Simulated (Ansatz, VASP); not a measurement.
## Two plane-wave programs on Au

Contents of INCAR:

```
SYSTEM = Au
ALGO = Normal
EDIFF = 1E-6
ENCUT = 520
GGA = PS
ISIF = 2
ISMEAR = 0
LASPH = .True.
LCHARG = .False.
LREAL = .False.
LWAVE = .False.
NBANDS = 12
NELM = 60
PREC = Accurate
SIGMA = 0.15
```

Contents of KPOINTS:

```
k-points
0
Gamma
  26 26 26
  0 0 0
```

The input POSCAR:

```
Au
1.0
   -1.5400197247      1.5400197247      1.5400197247
    1.5400197247     -1.5400197247      1.5400197247
    1.5400197247      1.5400197247     -1.5400197247
Au
1
Direct
    0.0000000000      0.0000000000      0.0000000000
```

Input for Ansatz:

```yaml
crystal:
  lattice:
    - [-1.5400197247, 1.5400197247, 1.5400197247]
    - [1.5400197247, -1.5400197247, 1.5400197247]
    - [1.5400197247, 1.5400197247, -1.5400197247]
  atoms:
    - { symbol: Au, position: [0.0, 0.0, 0.0] }
basis:
  ecutwfc: 420
kpoints:
  mp_grid: { grid: [26, 26, 26] }
hamiltonian:
  xc: pbesol
scf:
  occupations: { method: gaussian, width: 0.15 }
output:
  forces: true
  stress: true
  eigenvalues: true
```

Change from the starting cell: strain -0.050 along x and y, -0.050 along z, atoms carried along.

Alike in both runs: task single point; functional PBEsol; k mesh 26 × 26 × 26; occupations gaussian, width 0.15 eV; no spin polarisation.

|  | VASP | Ansatz |
| --- | --- | --- |
| version | VASP 6.6.1 | Ansatz 0.2.0 |
| potentials or method | VASP PAW PBE potentials, release 64 (Au), cutoff 520 eV | scalar-relativistic, plane waves, PAW |
| valence electrons in the cell | 11 | 19 |

|  | VASP | Ansatz | Ansatz less VASP |
| --- | --- | --- | --- |
| gap on the k mesh at the Fermi level (eV) | none | none | - |
| pressure (GPa) | 41.3 | 41.7 | +0.40 |

VASP's potentials were made for PBE, not for PBEsol. A gap of «none» marks a metal or a gap that the smearing closes. Both programs put the cell under a high pressure, so it lies far from rest at this level. VASP's potentials hold 11 valence electrons a cell and Ansatz's 19, so a difference there can come from the potentials and not from the codes.

Neither program's run includes spin-orbit coupling.
